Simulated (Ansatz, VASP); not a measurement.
# Si2Ni: VASP beside Ansatz

The input INCAR:

```
SYSTEM = Si2Ni
PREC = Accurate
ENCUT = 520
EDIFF = 1E-6
ISMEAR = -1
SIGMA = 0.05
LREAL = .False.
LASPH = .True.
NELM = 150
ALGO = Normal
ISIF = 2
LWAVE = .False.
LCHARG = .True.
ISPIN = 2
MAGMOM = 2 0 0
LORBIT = 11
NUPDOWN = 2.0
LMAXMIX = 4
GGA = PS
LELF = .True.
LVHAR = .True.
NBANDS = 20
```

The input KPOINTS:

```
regular mesh
0
Gamma
  7 7 7
  0 0 0
```

POSCAR

```
Si2Ni
1.0
    0.0000000000      2.7030000000      2.7030000000
    2.7030000000      0.0000000000      2.7030000000
    2.7030000000      2.7030000000      0.0000000000
Ni Si
1 2
Direct
    0.0000000000      0.0000000000      0.0000000000
    0.7500000000      0.7500000000      0.7500000000
    0.2500000000      0.2500000000      0.2500000000
```

The input input.yaml:

```yaml
crystal:
  lattice:
    - [0.0, 2.703, 2.703]
    - [2.703, 0.0, 2.703]
    - [2.703, 2.703, 0.0]
  atoms:
    - { symbol: Ni, position: [0.0, 0.0, 0.0], spin: 2.0 }
    - { symbol: Si, position: [0.75, 0.75, 0.75] }
    - { symbol: Si, position: [0.25, 0.25, 0.25] }
hamiltonian:
  xc: pbesol
  pseudopotentials: { kind: paw }
magnetization:
  spin_polarized: true
  initial_magnetization: 2.0
  spin_locking: { lock_magnetization: hard }
kpoints:
  mp_grid: { grid: [7, 7, 7] }
scf:
  occupations: { method: fermi_dirac, width: 0.05 }
  lower_state_search: "off"
output:
  forces: true
  stress: true
  eigenvalues: true
```

Alike in both runs: task single point; functional PBEsol; k mesh 7 × 7 × 7; occupations fermi-dirac, width 0.05 eV; collinear spin; fixed moment 2 μB.

|  | VASP | Ansatz |
| --- | --- | --- |
| version | VASP 6.6.1 | Ansatz 0.2.0 |
| potentials or method | VASP PAW PBE potentials, release 64 (Ni, Si) | Ansatz PAW |
| plane-wave cutoff (eV) | 520 | 420 |
| valence electrons in the cell | 18 | 26 |

VASP gave:

| Property | Result |
| --- | --- |
| pressure (GPa) | 10.3 |
| net moment per atom (μB) | 0.67 |
| size of the moment on the site where the two differ most (μB) | 0.83 |

**Question.** Which values does Ansatz return?

**Answer.** Pressure (GPa): 10.3; net moment per atom (μB): 0.67; size of the moment on the site where the two differ most (μB): 0.77.

VASP's potentials were made for PBE, not for PBEsol. Site moments also hang on the region over which each program counts them. VASP's potentials hold 18 valence electrons a cell and Ansatz's 26, so a difference there can come from the potentials and not from the codes.
